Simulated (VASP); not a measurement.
The system is ZnO.

```
CELL_PARAMETERS angstrom
3.23534 0.00000 0.00000
-1.61767 2.80189 0.00000
0.00000 0.00000 5.21095
ATOMIC_POSITIONS crystal
Zn 0.33333 0.66667 0.99765
Zn 0.66667 0.33333 0.49765
O 0.33333 0.66667 0.37735
O 0.66667 0.33333 0.87735
```

Base run:

```yaml
Program: VASP 6.6.1
Functional: PBE
Potentials_or_basis: VASP PAW PBE potentials, release 64 (Zn, O)
Cutoff: 520 eV
k_mesh: 12 × 12 × 6
Occupations: fermi-dirac, width 0.02 eV
Spin: no spin polarisation
```

Its results: band gap on the k mesh 0.79 eV; pressure 7.2 GPa; largest force 0.003 eV/Å.

The run is repeated on the same cell with these changes: functional from PBE to r2SCAN; occupations from fermi-dirac, width 0.02 eV to gaussian, width 0.01 eV. What comes out?

Band gap on the k mesh 1.23 eV; pressure 1.0 GPa; largest force 0.003 eV/Å.

Caveats: the cell stands under pressure (at least some runs); the PAW data sets were made with another functional, which shifts forces and pressure a little (at least some runs).

